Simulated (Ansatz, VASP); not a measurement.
## Two plane-wave programs on CuH2

```
Cu H
1.0
     3.26535    0.00000    0.00000
     0.00000    3.26535    0.00000
     0.00000    0.00000    4.83641
Cu H
2 4
Direct
  0.00000 0.00000 0.75000
  0.00000 0.00000 0.25000
  0.24137 0.24137 0.00000
  0.75863 0.75863 0.00000
  0.24137 0.75863 0.50000
  0.75863 0.24137 0.50000
```

Alike in both runs: functional PBE; k mesh 6 × 6 × 4; occupations gaussian, width 0.1 eV; no spin polarisation.

Ansatz relaxed the structure, and its values are those at the end. VASP's run is a single point on that final structure, the one shown.

```csv
,VASP,Ansatz
version,VASP 6.6.1,Ansatz 0.2.0
potentials or method,"VASP PAW PBE potentials, release 64 (Cu_sv_GW, H), cutoff 820 eV","scalar-relativistic, plane waves, PAW"
valence electrons in the cell,42,42
```

|  | VASP | Ansatz | Ansatz less VASP |
| --- | --- | --- | --- |
| gap on the k mesh at the Fermi level (eV) | none | none | - |
| pressure (GPa) | -0.3 | -0.1 | +0.16 |
| rms of the force components (eV/Å) | 0.011 | 0.012 | +0.0007 |

A gap of «none» marks a metal or a gap that the smearing closes.
